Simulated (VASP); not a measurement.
The system is SrCl2.

```
Sr Cl
1.0
     0.00000    3.49765    3.49765
     3.49765    0.00000    3.49765
     3.49765    3.49765    0.00000
Sr Cl
1 2
Direct
  0.00000 0.00000 0.00000
  0.25000 0.25000 0.25000
  0.75000 0.75000 0.75000
```

Base run:

| Quantity | Value |
| --- | --- |
| Program | VASP 6.6.1 |
| Functional | PBE |
| Potentials or basis | VASP PAW PBE potentials, release 64 (Sr_sv, Cl) |
| Cutoff | 520 eV |
| k mesh | 6 × 6 × 6 |
| Occupations | gaussian, width 0.01 eV |
| Spin | no spin polarisation |

Its results: band gap on the k mesh 5.31 eV, indirect (least direct gap 5.51 eV); pressure 0.8 GPa.

Q: The run is repeated on the same cell with these changes: functional from PBE to r2SCAN. What comes out?

A: Band gap on the k mesh 5.94 eV, indirect (least direct gap 5.99 eV); pressure 0.0 GPa.

r2SCAN gives the wider gap, since meta-GGAs in the generalised Kohn-Sham scheme recover part of the derivative discontinuity.

Caveats: the PAW data sets were made with another functional, which shifts forces and pressure a little (some runs).

A k mesh can miss the band edges.
